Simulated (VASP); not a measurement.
Write the native input for VASP 6.6.1 that does the following.

```
Task                               : single point
Functional                         : HSE06
Potentials or basis                : VASP PAW PBE potentials, release 64 (Mg, N, Cl)
Cutoff                             : 520 eV
k mesh                             : 4 × 4 × 4
Occupations                        : gaussian, width 0.01 eV
Spin                               : no spin polarisation
Dipole correction                  : no
Grid for exact exchange (PRECFOCK) : Normal
Further INCAR settings             : ALGO = Normal; EDIFF = 1e-06; NBANDS = 16
Share of exact exchange            : 0.25
Screening parameter                : 0.2079 1/Å
```

Crystal: Mg2NCl.

```
CELL_PARAMETERS angstrom
1.64661 0.95067 5.93796
-1.64661 0.95067 5.93796
0.00000 -1.90134 5.93796
ATOMIC_POSITIONS crystal
Mg 0.22291 0.22291 0.22291
Mg 0.77709 0.77709 0.77709
N 0.50000 0.50000 0.50000
Cl 0.00000 0.00000 0.00000
```

The input as run:

POSCAR

```
Mg2NCl
1.0
    1.6466125277      0.9506721861      5.9379615109
   -1.6466125277      0.9506721861      5.9379615109
    0.0000000000     -1.9013443722      5.9379615109
Mg N Cl
2 1 1
Direct
    0.2229104120      0.2229104120      0.2229104120
    0.7770895880      0.7770895880      0.7770895880
    0.5000000000      0.5000000000      0.5000000000
    0.0000000000      0.0000000000      0.0000000000
```

INCAR.step1

```
SYSTEM = Mg2NCl
  PREC = Accurate
  ENCUT = 520
  EDIFF = 1E-5
  ISMEAR = 0
  SIGMA = 0.01
  LREAL = .False.
  LASPH = .True.
  NELM = 60
  ALGO = Normal
  ISIF = 2
  LWAVE = .True.
  GGA = PE
  NBANDS = 16
```

INCAR.step2

```
SYSTEM = Mg2NCl
  PREC = Accurate
  ENCUT = 520
  EDIFF = 1E-6
  ISMEAR = 0
  SIGMA = 0.01
  LREAL = .False.
  LASPH = .True.
  NELM = 60
  ALGO = Normal
  ISIF = 2
  LWAVE = .False.
  LCHARG = .True.
  GGA = PE
  LHFCALC = .True.
  HFSCREEN = 0.2079
  PRECFOCK = Normal
  LELF = .True.
  LVHAR = .True.
  ISTART = 1
  NBANDS = 16
```

KPOINTS

```
Automatic mesh
0
Gamma
  4 4 4
  0 0 0
```

Potentials or basis: VASP PAW PBE potentials, release 64 (Mg, N, Cl).

Launch:

```console
$ cat potpaw_PBE.64/Mg/POTCAR potpaw_PBE.64/N/POTCAR potpaw_PBE.64/Cl/POTCAR > POTCAR
$ cp INCAR.step1 INCAR
$ mpirun -np 1 vasp_std > vasp.out
$ cp INCAR.step2 INCAR
$ mpirun -np 1 vasp_std > vasp.out
```

Results of the run:

| Item | Value |
| --- | --- |
| Pressure | -0.5 GPa |
| Largest force | 0.118 eV/Å |
| Band gap on the k mesh | 3.60 eV |

Caveat: the k points lie up to 0.56 Å⁻¹ apart; the PAW data sets were made with another functional, which shifts forces and pressure a little.

Run time: 43 min on 1 thread of AMD EPYC 7R43 64-Core Processor (Zen 3) (shared host), peak memory 0.4 GiB.
